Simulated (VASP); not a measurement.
**ZnAu: single point with PBE**

Crystal: ZnAu.

```
Zn Au
1.0
     3.19860    0.00000    0.00000
     0.00000    3.19860    0.00000
     0.00000    0.00000    3.19860
Zn Au
1 1
Direct
  0.50000 0.50000 0.50000
  0.00000 0.00000 0.00000
```

| Property | Result |
| --- | --- |
| Program | VASP 6.6.1 |
| Task | single point |
| Functional | PBE |
| Potentials or basis | VASP PAW PBE potentials, release 64 (Zn, Au) |
| Cutoff | 520 eV |
| k mesh | 12 × 12 × 12 |
| Occupations | fermi-dirac, width 0.05 eV |
| Spin | no spin polarisation |
| Dipole correction | no |
| Further INCAR settings | ALGO = Normal; EDIFF = 1e-06; NBANDS = 18 |

* Pressure: -1.2 GPa
* Band gap on the k mesh: zero (an odd number of electrons rules out a gap without spin polarisation)

Levels at points of the mesh, in eV from the Fermi level:
```
           k point  band 9  band 10  band 11  band 12  band 13  band 14
(0.00, 0.00, 0.00)   -3.71    -3.71    -3.71     4.88     4.88     4.88
(0.50, 0.00, 0.00)   -4.77    -4.77    -3.84    -2.42    10.28    10.74
(0.50, 0.50, 0.00)   -4.05    -3.16    -1.83    -1.83     0.63     2.17
(0.50, 0.50, 0.50)   -3.11    -3.11     1.22     3.24     3.66     3.66
```

Run time: 37 s on 1 thread of Intel Xeon 8259CL, on a shared host, peak memory 0.18 GiB.

Caveat: spin-orbit coupling is left out, which moves the levels of the heavy elements.
